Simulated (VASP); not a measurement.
# InO in VASP: a series of runs

Runs on InO. Level: r2SCAN. Tasks: single point.

Everything below comes from runs of VASP 6.6.1. Logs are shortened: lines on timing, memory, paths and dates and some standing lists are left out, and cuts for length are marked.

### 1 The cell of the first run

The cell holds a slab with vacuum, 4 atoms: a = 3.419 Å, b = 3.419 Å, c = 15.717 Å, α = 90.00°, β = 90.00°, γ = 120.00°.

### 2 Single point, r2SCAN

File POSCAR:

```
InO
1.0
    3.4187264282      0.0000000000      0.0000000000
   -1.7093632141      2.9607039354      0.0000000000
    0.0000000000      0.0000000000     15.7167142870
In O
2 2
Direct
    0.6666666667      0.3333333333      0.4099790000
    0.6666666667      0.3333333333      0.5900210000
    0.0000000000      0.0000000000      0.3601330000
    0.0000000000      0.0000000000      0.6398670000
```

File INCAR.step1:

```
PREC = Accurate
ENCUT = 660
ISMEAR = -1
SIGMA = 0.02
LREAL = False
LASPH = True
NELM = 120
NBANDS = 27
GGA = PE
ALGO = Normal
EDIFF = 1E-5
LWAVE = True
LCHARG = False
GGA_COMPAT = False
```

File INCAR.step2:

```
PREC = Accurate
ENCUT = 660
EDIFF = 1E-6
ISMEAR = -1
SIGMA = 0.02
LREAL = False
LASPH = True
NELM = 120
ALGO = Normal
ISIF = 2
LWAVE = False
LCHARG = True
METAGGA = R2SCAN
LMIXTAU = True
LELF = True
LVHAR = True
NBANDS = 27
ISTART = 1
GGA_COMPAT = False
```

File KPOINTS:

```
Automatic mesh
0
Gamma
  11 11 3
```

Potentials or basis: VASP PAW PBE potentials, release 64 (In_d, O).

Command:

```console
> cat potpaw_PBE.64/In_d/POTCAR potpaw_PBE.64/O/POTCAR > POTCAR
> cp INCAR.step1 INCAR
> mpirun -np 1 vasp_std > vasp.out
> cp INCAR.step2 INCAR
> mpirun -np 1 vasp_std > vasp.out
```

OUTCAR:

```text
PREC = Accurate
   ENCUT = 660
   EDIFF = 1E-6
   ISMEAR = -1
   LREAL = False
   LASPH = True
   NELM = 120
   ISIF = 2
   METAGGA = R2SCAN
   ISTART = 1

 ion  position               nearest neighbor table
   1  0.667  0.333  0.410-   3 2.12   3 2.12   3 2.12   2 2.83
   2  0.667  0.333  0.590-   4 2.12   4 2.12   4 2.12   1 2.83
   3  0.000  0.000  0.360-   1 2.12   1 2.12   1 2.12
   4  0.000  0.000  0.640-   2 2.12   2 2.12   2 2.12

  LATTYP: Found a hexagonal cell.
 ALAT       =     3.4187264282
 C/A-ratio  =     4.5972424577

  Lattice vectors:

 A1 = (   3.4187264282,   0.0000000000,   0.0000000000)
 A2 = (  -1.7093632141,   2.9607039354,   0.0000000000)
 A3 = (   0.0000000000,   0.0000000000,  15.7167142870)

Analysis of symmetry for initial positions (statically):
=====================================================================
 Subroutine PRICEL returns:
 Original cell was already a primitive cell.

 Routine SETGRP: Setting up the symmetry group for a
 hexagonal supercell.

 Subroutine GETGRP returns: Found 12 space group operations
 (whereof 12 operations were pure point group operations)
 out of a pool of 24 trial point group operations.

The static configuration has the point symmetry D_3h.

Analysis of symmetry for dynamics (positions and initial velocities):
=====================================================================
 Subroutine PRICEL returns:
 Original cell was already a primitive cell.

 Routine SETGRP: Setting up the symmetry group for a
 hexagonal supercell.

 Subroutine GETGRP returns: Found 12 space group operations
 (whereof 12 operations were pure point group operations)
 out of a pool of 24 trial point group operations.

The dynamic configuration has the point symmetry D_3h.

 Subroutine INISYM returns: Found 12 space group operations
 (whereof 12 operations are pure point group operations),
 and found     1 'primitive' translations

----------------------------------------------------------------------------------------

                                     Primitive cell

  volume of cell :     159.0820

  direct lattice vectors                    reciprocal lattice vectors
     3.418726428  0.000000000  0.000000000     0.292506587  0.168878757  0.000000000
    -1.709363214  2.960703935  0.000000000     0.000000000  0.337757514  0.000000000
[... 88 lines left out ...]
   NELM   =    120;   NELMIN=  2; NELMDL=  0     # of ELM steps
   EDIFF  = 0.1E-05   stopping-criterion for ELM
   LREAL  =      F    real-space projection
   EDIFFG = 0.1E-04   stopping-criterion for IOM
   NSW    =      0    number of steps for IOM
   IBRION =     -1    ionic relax: 0-MD 1-quasi-New 2-CG
   NFREE  =      0    steps in history (QN), initial steepest desc. (CG)
   ISIF   =      2    stress and relaxation
   ISYM   =      2    0-nonsym 1-usesym 2-fastsym
   POTIM  = 0.5000    time-step for ionic-motion
   TEBEG  =    0.0;   TEEND  =   0.0 temperature during run
   PSTRESS=    0.0 pullay stress
   NELECT =      38.0000    total number of electrons
   NUPDOWN=      -1.0000    fix difference up-down
   EMIN   =  10.00;   EMAX   =-10.00  energy-range for DOS
   EFERMI =   0.00;   METHOD = LEGACY
   ISMEAR =    -1;   SIGMA  =   0.02  broadening in eV -4-tet -1-fermi 0-gaus
   EFERMI_NEDOS =   21; number of points for ismear=-14 and -15
   IALGO  =     38    algorithm
   IMIX   =      4    mixing-type and parameters
     AMIX     =   0.40;   BMIX     =  1.00
     AMIX_MAG =   1.60;   BMIX_MAG =  1.00
  volume/ion in A,a.u.               =      39.77       268.38
  Fermi-wavevector in a.u.,A,eV,Ry     =   1.015771  1.919528 14.038356  1.031790
  Thomas-Fermi vector in A             =   2.149076
   LORBIT       =      0    0 simple, 1 ext, 2 COOP (PROOUT), +10 PAW based schemes
   METAGGA = R2SCAN    functional components
   LHFCALC =     F    Hartree Fock is set to
   AEXX    =    0.0000 exact exchange contribution
   IVDW    =     0    specifies the selected vdW correction
   LEPSILON=     F    determine dielectric tensor
   LRPA    =     F    only Hartree local field effects (RPA)
 non-spin polarized calculation
  energy-cutoff  :      660.00
  volume of cell :      159.08
 maximum number of plane-waves:      6163
 NGX is ok and might be reduce to    30
   NGX = 15   NGY = 15   NGZ = 65

 number of electron      37.9999992 magnetization

 Free energy of the ion-electron system (eV)
  ---------------------------------------------------
  ext. energy  EPLUGINS =         0.00000000
  ---------------------------------------------------
  free energy    TOTEN  =       -62.12869834 eV

  energy without entropy =      -62.12869834  energy(sigma->0) =      -62.12869834

 E-fermi :  -1.3213     XC(G=0):  -5.0380

 val. band max:       -1.7332930617   @ k =   0.3636   0.2727   0.0000
 cond. band min:      -0.9555922670   @ k =   0.0000   0.0000   0.3333
 fundamental gap:      0.7777007947
 Fermi energy:        -1.3213148350

 k-point     1 :       0.0000    0.0000    0.0000
  band No.  band energies     occupation
      1     -20.5930      2.00000
      2     -20.5731      2.00000
      3     -15.7385      2.00000
      4     -15.7385      2.00000
      5     -15.6868      2.00000
      6     -15.6868      2.00000
[... 709 lines left out ...]
     26       7.1311      0.00000
     27       7.5132      0.00000

 [... further k-points ...]

------------------------ aborting loop because EDIFF is reached ----------------------------------------

  FORCE on cell =-STRESS in cart. coord.  units (eV):
  Direction    XX          YY          ZZ          XY          YZ          ZX
  --------------------------------------------------------------------------------------
  -------------------------------------------------------------------------------------
  Total       -0.3153102     -0.3153102     -0.2322428      0.0000000     -0.0000000      0.0000000
  in kB       -3.1756123     -3.1756123     -2.3390082      0.0000000     -0.0000000      0.0000000
  external PRESSURE =      -2.8967443 kB  Pullay stress =       0.0000000 kB

 VOLUME and BASIS-vectors are now :
 -----------------------------------------------------------------------------
  energy-cutoff  :      660.00
  volume of cell :      159.08
      direct lattice vectors                 reciprocal lattice vectors
     3.418726428  0.000000000  0.000000000     0.292506587  0.168878757  0.000000000
    -1.709363214  2.960703935  0.000000000     0.000000000  0.337757514  0.000000000
     0.000000000  0.000000000 15.716714287     0.000000000  0.000000000  0.063626530

 POSITION                                       TOTAL-FORCE (eV/Angst)
 -----------------------------------------------------------------------------------
      1.70936      0.98690      6.44352        -0.000000      0.000000     -0.083213
      1.70936      0.98690      9.27319        -0.000000      0.000000      0.083213
      0.00000      0.00000      5.66011         0.000000     -0.000000      0.084794
      0.00000      0.00000     10.05661        -0.000000     -0.000000     -0.084794
 -----------------------------------------------------------------------------------
    total drift:                               -0.000000      0.000000      0.000000

  FREE ENERGIE OF THE ION-ELECTRON SYSTEM (eV)
  ---------------------------------------------------
  free  energy   TOTEN  =       -62.1286983432 eV

  energy  without entropy=      -62.1286983430  energy(sigma->0) =      -62.12869834
```

OUTCAR.step1:

```text
PREC = Accurate
   ENCUT = 660
   ISMEAR = -1
   LREAL = False
   LASPH = True
   NELM = 120
[... 948 lines left out ...]
      1.70936      0.98690      9.27319         0.000000     -0.000000     -0.111977
      0.00000      0.00000      5.66011        -0.000000      0.000000     -0.244490
      0.00000      0.00000     10.05661        -0.000000      0.000000      0.244490
 -----------------------------------------------------------------------------------
    total drift:                               -0.000000      0.000000      0.000000

  FREE ENERGIE OF THE ION-ELECTRON SYSTEM (eV)
  ---------------------------------------------------
  free  energy   TOTEN  =       -19.4121779900 eV

  energy  without entropy=      -19.4121773952  energy(sigma->0) =      -19.41217769
```

OSZICAR.step1:

```text
N       E                     dE             d eps       ncg     rms          rms(c)
DAV:   1     0.434484176877E+03    0.43448E+03   -0.20137E+04  1728   0.169E+03
DAV:   2     0.498543898889E+02   -0.38463E+03   -0.36813E+03  1899   0.423E+02
DAV:   3    -0.199543976174E+02   -0.69809E+02   -0.68803E+02  2148   0.187E+02
[... 11 lines left out ...]
DAV:  15    -0.194119888735E+02   -0.84763E-04   -0.29818E-05  1684   0.409E-02    0.245E-02
DAV:  16    -0.194120927073E+02   -0.10383E-03   -0.43992E-05  1965   0.623E-02    0.127E-02
DAV:  17    -0.194121250904E+02   -0.32383E-04   -0.69236E-06  1497   0.329E-02    0.428E-03
DAV:  18    -0.194121707411E+02   -0.45651E-04   -0.31537E-06  1393   0.102E-02    0.182E-03
DAV:  19    -0.194121779900E+02   -0.72489E-05   -0.57527E-07  1486   0.572E-03
   1 F= -.19412178E+02 E0= -.19412178E+02  d E =-.594823E-06
```

It took 36 min on 1 thread of Oxide Virtual Turin-like, shared host; peak memory 0.44 GiB.

Results:

```
Free energy            : -62.1287 eV
Largest force          : 0.085 eV/Å
Band gap on the k mesh : 0.78 eV (least direct gap 1.55 eV)
```

Forces in eV/Å, atoms in the order of the input:
```
In   0.000  0.000 -0.083
In   0.000  0.000  0.083
O    0.000  0.000  0.085
O    0.000  0.000 -0.085
```

Levels at points of the mesh, in eV from the valence-band top:
| k point | band 17 | band 18 | band 19 | band 20 | band 21 | band 22 |
| --- | --- | --- | --- | --- | --- | --- |
| (0.00, 0.00, 0.00) | -1.78 | -1.78 | -0.78 | 0.78 | 3.83 | 6.75 |

Caveat: there is no dipole correction, which matters where the two faces differ; the PAW data sets were made with another functional, which shifts forces and pressure a little; spin-orbit coupling is left out, which moves the levels of the heavy elements.

### 3 Single point, r2SCAN

This run uses another cell than the first one.

File POSCAR:

```
InO
1.0
    3.4536138013      0.0000000000      0.0000000000
   -1.7268069007      2.9909172868      0.0000000000
    0.0000000000      0.0000000000     15.8771000000
In O
2 2
Direct
    0.6666666667      0.3333333333      0.4099790000
    0.6666666667      0.3333333333      0.5900210000
    0.0000000000      0.0000000000      0.3601330000
    0.0000000000      0.0000000000      0.6398670000
```

File INCAR.step1:

```
PREC     = Accurate       # precision mode
ENCUT    = 660            # plane-wave cutoff, eV
ISMEAR   = -1             # smearing method
SIGMA    = 0.02           # smearing width, eV
LREAL    = F              # projectors in reciprocal space
LASPH    = T              # aspherical terms in the spheres
NELM     = 120            # most SCF steps
NBANDS   = 27             # bands
GGA      = PE             # functional
ALGO     = Normal         # electronic algorithm
EDIFF    = 1E-5           # SCF threshold, eV
LWAVE    = T              # write WAVECAR
LCHARG   = F              # write CHGCAR
GGA_COMPAT= F
```

File INCAR.step2:

```
PREC     = Accurate       # precision mode
ENCUT    = 660            # plane-wave cutoff, eV
EDIFF    = 1E-6           # SCF threshold, eV
ISMEAR   = -1             # smearing method
SIGMA    = 0.02           # smearing width, eV
LREAL    = F              # projectors in reciprocal space
LASPH    = T              # aspherical terms in the spheres
NELM     = 120            # most SCF steps
ALGO     = Normal         # electronic algorithm
ISIF     = 2              # what is computed and relaxed
LWAVE    = F              # write WAVECAR
LCHARG   = F              # write CHGCAR
METAGGA  = R2SCAN         # meta-GGA
LMIXTAU  = T            
NBANDS   = 27             # bands
ISTART   = 1            
GGA_COMPAT= F
```

File KPOINTS:

```
regular mesh
0
Gamma
  11 11 3
```

Potentials or basis: VASP PAW PBE potentials, release 64 (In_d, O).

Command:

```console
> cat potpaw_PBE.64/In_d/POTCAR potpaw_PBE.64/O/POTCAR > POTCAR
> cp INCAR.step1 INCAR
> mpirun -np 1 vasp_std > vasp.out
> cp INCAR.step2 INCAR
> mpirun -np 1 vasp_std > vasp.out
```

Run time: 32 min. Hardware: 1 thread of Oxide Virtual Turin-like, shared host; peak memory 0.45 GiB.

Results (log left out):

```
Free energy            : -62.1027 eV
Largest force          : 0.347 eV/Å
Band gap on the k mesh : 0.73 eV (least direct gap 1.44 eV)
```

Forces on the atoms (eV/Å):
```
In   0.000  0.000 -0.204
In   0.000  0.000  0.204
O    0.000  0.000  0.347
O    0.000  0.000 -0.347
```

Levels at points of the mesh, in eV from the valence-band top:
| k point | band 17 | band 18 | band 19 | band 20 | band 21 | band 22 |
| --- | --- | --- | --- | --- | --- | --- |
| (0.00, 0.00, 0.00) | -1.72 | -1.72 | -0.71 | 0.73 | 3.76 | 6.82 |

Caveat: there is no dipole correction, which matters where the two faces differ; the PAW data sets were made with another functional, which shifts forces and pressure a little; spin-orbit coupling is left out, which moves the levels of the heavy elements.
